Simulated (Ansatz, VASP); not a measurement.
## AlInH4: VASP beside Ansatz

```
Al In H
1.0
     0.00000    3.41279    3.41279
     3.41279    0.00000    3.41279
     3.41279    3.41279    0.00000
Al In H
1 1 4
Direct
  0.50000 0.50000 0.50000
  0.75000 0.75000 0.75000
  0.32372 0.32372 0.32372
  0.32372 0.32372 0.02885
  0.32372 0.02885 0.32372
  0.02885 0.32372 0.32372
```

Alike in both runs: task relaxation of cell and atoms; functional PBE; k mesh 4 × 4 × 4; occupations gaussian, width 0.1 eV; no spin polarisation.

|  | VASP | Ansatz |
| --- | --- | --- |
| version | VASP 6.6.1 | Ansatz 0.2.0 |
| potentials or method | VASP PAW PBE potentials, release 64 (Al, In_d, H_h), cutoff 1230 eV | scalar-relativistic, plane waves, PAW |
| valence electrons in the cell | 20 | 20 |

```csv
,VASP,Ansatz,Ansatz less VASP
"gap on the k mesh at the Fermi level, each at its own relaxed structure (eV)",3.15,3.12,-0.035
relaxed volume (Å³/atom),18.00,17.45,-0.545
relaxed length of the cell vector where the two differ most in proportion (Å),5.345,5.290,-0.0545
```

Noted on VASP's run: the volume moved by over 15 % at a fixed basis, so the end points are rough.
